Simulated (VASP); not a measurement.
CaPb, 2 atoms in the cell. The structure is tetragonal, space group P4/mmm (No. 123). Conventional cell: a = 3.622 Å, b = 3.622 Å, c = 4.627 Å, α = 90.00°, β = 90.00°, γ = 90.00°. Ca (site symmetry 4/mmm) has 8 Pb at 3.45 Å and 6 Ca at 3.62 to 4.63 Å within 4.7 Å. Within 4.7 Å of Pb (site symmetry 4/mmm) lie 8 Ca at 3.45 Å and 6 Pb at 3.62 to 4.63 Å. 

| Quantity | Value |
| --- | --- |
| Program | VASP 6.6.1 |
| Task | relaxation of cell and atoms |
| Functional | LDA |
| Potentials or basis | VASP PAW LDA potentials, release 64 (Ca_sv, Pb_d) |
| Cutoff | 600 eV |
| k mesh | 12 × 12 × 10 |
| Occupations | fermi-dirac, width 0.15 eV |
| Spin | no spin polarisation |
| Dipole correction | no |
| Further INCAR settings | ALGO = Normal; EDIFF = 1e-06; IBRION = 2; EDIFFG = -0.001; NSW = 80; ISIF = 3 |

Potentials or basis: VASP PAW LDA potentials, release 64 (Ca_sv, Pb_d).

Run with:

```sh
$ cat potpaw_LDA.64/Ca_sv/POTCAR potpaw_LDA.64/Pb_d/POTCAR > POTCAR
$ mpirun -np 1 vasp_std > vasp.out
```

Hardware: 1 thread of AMD EPYC 7R13 Processor (Zen 3) (shared host).

Q: Estimate the wall time of this run.

A: Run time: 12 min on 1 thread of AMD EPYC 7R13 Processor (Zen 3) (shared host), peak memory 0.31 GiB. Counts: scf iterations 60, k points 168, ion steps 12.
